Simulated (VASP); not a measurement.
# InSe5 (F-43m) in VASP: single point with PBE

Aim: the single point of InSe5 with PBE.

Program: VASP 6.6.1. These are calculated values, not measurements. Logs are shortened: lines on timing, memory, paths and dates and some standing lists are left out, and cuts for length are marked.

## (1) The cell of the first run

Symmetry: F-43m, No. 216, cubic system. The conventional cell has a = 8.643 Å, b = 8.643 Å, c = 8.643 Å, α = 90.00°, β = 90.00°, γ = 90.00°. In (site symmetry -43m) has 16 Se at 3.58 to 3.74 Å within 4.7 Å. Se (site symmetry 3m) has 9 Se at 3.06 to 3.58 Å and 3 In at 3.58 Å within 4.0 Å. Within 4.7 Å of Se (site symmetry -43m) lie 12 Se at 3.58 Å and 4 In at 3.74 Å.

## (2) Single point, PBE

File INCAR:

```
SYSTEM = InSe5
PREC     = Accurate       ! precision mode
ENCUT    = 520            ! plane-wave cutoff, eV
EDIFF    = 1E-6           ! SCF threshold, eV
ISMEAR   = 0              ! smearing method
SIGMA    = 0.1            ! smearing width, eV
LREAL    = .False.        ! projectors in reciprocal space
LASPH    = .True.         ! aspherical terms in the spheres
NELM     = 100            ! most SCF steps
ALGO     = Normal         ! electronic algorithm
ISIF     = 2              ! what is computed and relaxed
LWAVE    = .False.        ! write WAVECAR
LCHARG   = .True.         ! write CHGCAR
GGA      = PE             ! functional
LELF     = .True.         ! ELF
LVHAR    = .True.       
NBANDS   = 30             ! bands
```

File KPOINTS:

```
Automatic mesh
0
Gamma
  4 4 4
  0 0 0
```

File POSCAR:

```
InSe5
1.0
    0.0000000000      4.3215262600      4.3215262600
    4.3215262600      0.0000000000      4.3215262600
    4.3215262600      4.3215262600      0.0000000000
In Se
1 5
Direct
    0.0000000000      0.0000000000      0.0000000000
    0.1250000000      0.6250000000      0.6250000000
    0.6250000000      0.6250000000      0.6250000000
    0.6250000000      0.1250000000      0.6250000000
    0.6250000000      0.6250000000      0.1250000000
    0.2500000000      0.2500000000      0.2500000000
```

Potentials or basis: VASP PAW PBE potentials, release 64 (In_d, Se).

The run is started by

```sh
$ cat potpaw_PBE.64/In_d/POTCAR potpaw_PBE.64/Se/POTCAR > POTCAR
$ mpirun -np 1 vasp_std > vasp.out
```

OUTCAR:

```text
SYSTEM = InSe5
   PREC = Accurate
   ENCUT = 520
   EDIFF = 1E-6
   ISMEAR = 0
   LREAL = .False.
   LASPH = .True.
   NELM = 100
   ISIF = 2
   GGA = PE

 ion  position               nearest neighbor table
   1  0.000  0.000  0.000-
   2  0.125  0.625  0.625-
   3  0.625  0.625  0.625-
   4  0.625  0.125  0.625-
   5  0.625  0.625  0.125-
   6  0.250  0.250  0.250-

  LATTYP: Found a face centered cubic cell.
 ALAT       =     8.6430525200

  Lattice vectors:

 A1 = (   0.0000000000,   4.3215262600,   4.3215262600)
 A2 = (   4.3215262600,   0.0000000000,   4.3215262600)
 A3 = (   4.3215262600,   4.3215262600,   0.0000000000)

Analysis of symmetry for initial positions (statically):
=====================================================================
 Subroutine PRICEL returns:
 Original cell was already a primitive cell.

 Routine SETGRP: Setting up the symmetry group for a
 face centered cubic supercell.

 Subroutine GETGRP returns: Found 24 space group operations
 (whereof 24 operations were pure point group operations)
 out of a pool of 48 trial point group operations.

The static configuration has the point symmetry T_d .

Analysis of symmetry for dynamics (positions and initial velocities):
=====================================================================
 Subroutine PRICEL returns:
 Original cell was already a primitive cell.

 Routine SETGRP: Setting up the symmetry group for a
 face centered cubic supercell.

 Subroutine GETGRP returns: Found 24 space group operations
 (whereof 24 operations were pure point group operations)
 out of a pool of 48 trial point group operations.

The dynamic configuration has the point symmetry T_d .

 Subroutine INISYM returns: Found 24 space group operations
 (whereof 24 operations are pure point group operations),
 and found     1 'primitive' translations

----------------------------------------------------------------------------------------

                                     Primitive cell

  volume of cell :     161.4141

  direct lattice vectors                    reciprocal lattice vectors
     0.000000000  4.321526260  4.321526260    -0.115699864  0.115699864  0.115699864
     4.321526260  0.000000000  4.321526260     0.115699864 -0.115699864  0.115699864
     4.321526260  4.321526260  0.000000000     0.115699864  0.115699864 -0.115699864

  length of vectors
     6.111561047  6.111561047  6.111561047     0.200398043  0.200398043  0.200398043

  position of ions in fractional coordinates (direct lattice)
     0.000000000  0.000000000  0.000000000
     0.125000000  0.625000000  0.625000000
     0.625000000  0.625000000  0.625000000
     0.625000000  0.125000000  0.625000000
     0.625000000  0.625000000  0.125000000
     0.250000000  0.250000000  0.250000000

  ion indices of the primitive-cell ions
   primitive index   ion index
                 1           1
                 2           2
                 3           3
                 4           4
                 5           5
                 6           6

----------------------------------------------------------------------------------------

 KPOINTS: Automatic mesh

Automatic generation of k-mesh.
 Grid dimensions read from file:
 generate k-points for:    4    4    4

 Generating k-lattice:

  Cartesian coordinates                     Fractional coordinates (reciprocal lattice)
    -0.028924966  0.028924966  0.028924966     0.250000000  0.000000000  0.000000000
     0.028924966 -0.028924966  0.028924966     0.000000000  0.250000000  0.000000000
     0.028924966  0.028924966 -0.028924966     0.000000000  0.000000000  0.250000000

  Length of vectors
     0.050099511  0.050099511  0.050099511

  Shift w.r.t. Gamma in fractional coordinates (k-lattice)
     0.000000000  0.000000000  0.000000000

 Subroutine IBZKPT returns following result:
 ===========================================

 Found      8 irreducible k-points:

 Following reciprocal coordinates:
            Coordinates               Weight
  0.000000  0.000000  0.000000      1.000000
  0.250000  0.000000  0.000000      8.000000
  0.500000  0.000000  0.000000      4.000000
  0.250000  0.250000  0.000000      6.000000
  0.500000  0.250000  0.000000     24.000000
 -0.250000  0.250000  0.000000     12.000000
  0.500000  0.500000  0.000000      3.000000
 -0.250000  0.500000  0.250000      6.000000
   k-points           NKPTS =      8   k-points in BZ     NKDIM =      8   number of bands    NBANDS=     30
   number of dos      NEDOS =    301   number of ions     NIONS =      6
   total plane-waves  NPLWV = 110592
   dimension x,y,z NGX =    48 NGY =   48 NGZ =   48
   dimension x,y,z NGXF=    96 NGYF=   96 NGZF=   96
   ions per type =               1   5
   NGX,Y,Z   is equivalent  to a cutoff of  13.06, 13.06, 13.06 a.u.
   NGXF,Y,Z  is equivalent  to a cutoff of  26.11, 26.11, 26.11 a.u.
 SYSTEM =  InSe5
   PREC   = accura    normal or accurate (medium, high low for compatibility)
   ISTART =      0    job   : 0-new  1-cont  2-samecut
   ICHARG =      2    charge: 1-file 2-atom 10-const
   ISPIN  =      1    spin polarized calculation?
   LNONCOLLINEAR =      F non collinear calculations
   LSORBIT =      F    spin-orbit coupling
   LASPH  =      T    aspherical Exc in radial PAW
   ENCUT  =  520.0 eV  38.22 Ry    6.18 a.u.  11.36 11.36 11.36*2*pi/ulx,y,z
   NELM   =    100;   NELMIN=  2; NELMDL= -5     # of ELM steps
   EDIFF  = 0.1E-05   stopping-criterion for ELM
   LREAL  =      F    real-space projection
[... 7 lines left out ...]
   TEBEG  =    0.0;   TEEND  =   0.0 temperature during run
   PSTRESS=    0.0 pullay stress
   NELECT =      43.0000    total number of electrons
   NUPDOWN=      -1.0000    fix difference up-down
   EMIN   =  10.00;   EMAX   =-10.00  energy-range for DOS
   EFERMI =   0.00;   METHOD = LEGACY
   ISMEAR =     0;   SIGMA  =   0.10  broadening in eV -4-tet -1-fermi 0-gaus
   EFERMI_NEDOS =   21; number of points for ismear=-14 and -15
   IALGO  =     38    algorithm
   IMIX   =      4    mixing-type and parameters
     AMIX     =   0.40;   BMIX     =  1.00
     AMIX_MAG =   1.60;   BMIX_MAG =  1.00
  volume/ion in A,a.u.               =      26.90       181.55
  Fermi-wavevector in a.u.,A,eV,Ry     =   1.053377  1.990594 15.097067  1.109603
  Thomas-Fermi vector in A             =   2.188496
   LORBIT       =      0    0 simple, 1 ext, 2 COOP (PROOUT), +10 PAW based schemes
   GGA     = PE    functional components
   LHFCALC =     F    Hartree Fock is set to
   AEXX    =    0.0000 exact exchange contribution
   IVDW    =     0    specifies the selected vdW correction
   LEPSILON=     F    determine dielectric tensor
   LRPA    =     F    only Hartree local field effects (RPA)
 non-spin polarized calculation
 Gauss-broadening in eV      SIGMA  =   0.10
  energy-cutoff  :      520.00
  volume of cell :      161.41
 maximum number of plane-waves:      4360
 NGX is ok and might be reduce to    48
   NGX = 23   NGY = 23   NGZ = 23

 number of electron      42.9999997 magnetization

 Free energy of the ion-electron system (eV)
  ---------------------------------------------------
  ext. energy  EPLUGINS =         0.00000000
  ---------------------------------------------------
  free energy    TOTEN  =       -16.37907490 eV

  energy without entropy =      -16.30649211  energy(sigma->0) =      -16.34278351

 E-fermi :   3.3048     XC(G=0):  -9.3951

 val. band max:        3.2354002917   @ k =  -0.2500   0.2500   0.0000
 cond. band min:       3.3559624537   @ k =  -0.2500   0.2500   0.0000
 fundamental gap:      0.1205621620
 Fermi energy:         3.3048274176

 k-point     1 :       0.0000    0.0000    0.0000
  band No.  band energies     occupation
      1     -11.1935      2.00000
      2     -10.4521      2.00000
      3     -10.4521      2.00000
      4     -10.4521      2.00000
      5     -10.4490      2.00000
      6     -10.4490      2.00000
[... 22 lines left out ...]
     29       7.4463      0.00000
     30      10.0581      0.00000

 k-point     2 :       0.2500    0.0000    0.0000
  band No.  band energies     occupation
      1     -10.9884      2.00000
      2     -10.4543      2.00000
      3     -10.4543      2.00000
      4     -10.4512      2.00000
      5     -10.4478      2.00000
      6     -10.4478      2.00000
[... 22 lines left out ...]
     29       7.3975      0.00000
     30      10.6935      0.00000

 k-point     3 :       0.5000    0.0000    0.0000
  band No.  band energies     occupation
      1     -10.6779      2.00000
      2     -10.4566      2.00000
      3     -10.4566      2.00000
      4     -10.4464      2.00000
      5     -10.4464      2.00000
      6     -10.4310      2.00000
[... 22 lines left out ...]
     29       7.4568      0.00000
     30       9.9075      0.00000

 k-point     4 :       0.2500    0.2500    0.0000
  band No.  band energies     occupation
      1     -10.9140      2.00000
      2     -10.4648      2.00000
      3     -10.4492      2.00000
      4     -10.4492      2.00000
      5     -10.4485      2.00000
      6     -10.4411      2.00000
[... 22 lines left out ...]
     29       7.1805      0.00000
     30      10.8516      0.00000

 k-point     5 :       0.5000    0.2500    0.0000
  band No.  band energies     occupation
      1     -10.5919      2.00000
      2     -10.4743      2.00000
      3     -10.4522      2.00000
      4     -10.4488      2.00000
      5     -10.4462      2.00000
      6     -10.3704      2.00000
[... 22 lines left out ...]
     29       7.3704      0.00000
     30      10.4646      0.00000

 k-point     6 :      -0.2500    0.2500    0.0000
  band No.  band energies     occupation
      1     -10.7044      2.00000
      2     -10.4639      2.00000
      3     -10.4558      2.00000
      4     -10.4500      2.00000
      5     -10.4471      2.00000
      6     -10.4198      2.00000
[... 22 lines left out ...]
     29       7.5621      0.00000
     30      10.6387      0.00000

 k-point     7 :       0.5000    0.5000    0.0000
  band No.  band energies     occupation
      1     -10.5127      2.00000
      2     -10.4941      2.00000
      3     -10.4479      2.00000
      4     -10.4458      2.00000
      5     -10.4458      2.00000
      6     -10.1079      2.00000
[... 22 lines left out ...]
     29       7.0063      0.00000
     30      11.1764      0.00000

 k-point     8 :      -0.2500    0.5000    0.2500
  band No.  band energies     occupation
      1     -10.4988      2.00000
      2     -10.4943      2.00000
      3     -10.4523      2.00000
      4     -10.4499      2.00000
      5     -10.4456      2.00000
      6     -10.0824      2.00000
[... 22 lines left out ...]
     29       7.6379      0.00000
     30      10.8103      0.00000

------------------------ aborting loop because EDIFF is reached ----------------------------------------

  FORCE on cell =-STRESS in cart. coord.  units (eV):
  Direction    XX          YY          ZZ          XY          YZ          ZX
  --------------------------------------------------------------------------------------
  -------------------------------------------------------------------------------------
  Total       -4.3838698     -4.3838698     -4.3838698      0.0000000      0.0000000      0.0000000
  in kB      -43.5137752    -43.5137752    -43.5137752      0.0000000      0.0000000      0.0000000
  external PRESSURE =     -43.5137752 kB  Pullay stress =       0.0000000 kB

 VOLUME and BASIS-vectors are now :
 -----------------------------------------------------------------------------
  energy-cutoff  :      520.00
  volume of cell :      161.41
      direct lattice vectors                 reciprocal lattice vectors
     0.000000000  4.321526260  4.321526260    -0.115699864  0.115699864  0.115699864
     4.321526260  0.000000000  4.321526260     0.115699864 -0.115699864  0.115699864
     4.321526260  4.321526260  0.000000000     0.115699864  0.115699864 -0.115699864

 POSITION                                       TOTAL-FORCE (eV/Angst)
 -----------------------------------------------------------------------------------
      0.00000      0.00000      0.00000         0.000000      0.000000      0.000000
      5.40191      3.24114      3.24114        -0.092806      0.092806      0.092806
      5.40191      5.40191      5.40191        -0.092806     -0.092806     -0.092806
      3.24114      5.40191      3.24114         0.092806     -0.092806      0.092806
      3.24114      3.24114      5.40191         0.092806      0.092806     -0.092806
      2.16076      2.16076      2.16076         0.000000      0.000000      0.000000
 -----------------------------------------------------------------------------------
    total drift:                               -0.000000     -0.000000     -0.000000

  FREE ENERGIE OF THE ION-ELECTRON SYSTEM (eV)
  ---------------------------------------------------
  free  energy   TOTEN  =       -16.3790749046 eV

  energy  without entropy=      -16.3064921130  energy(sigma->0) =      -16.34278351
```

Wall time 69 s (1 thread of AMD EPYC 7R13 (Zen 3), shared host); peak memory 0.29 GiB.

What came out:

| Item | Value |
| --- | --- |
| Free energy | -16.3791 eV |
| Pressure | -4.4 GPa |

Caveat: spin-orbit coupling is left out, which moves the levels of the heavy elements.
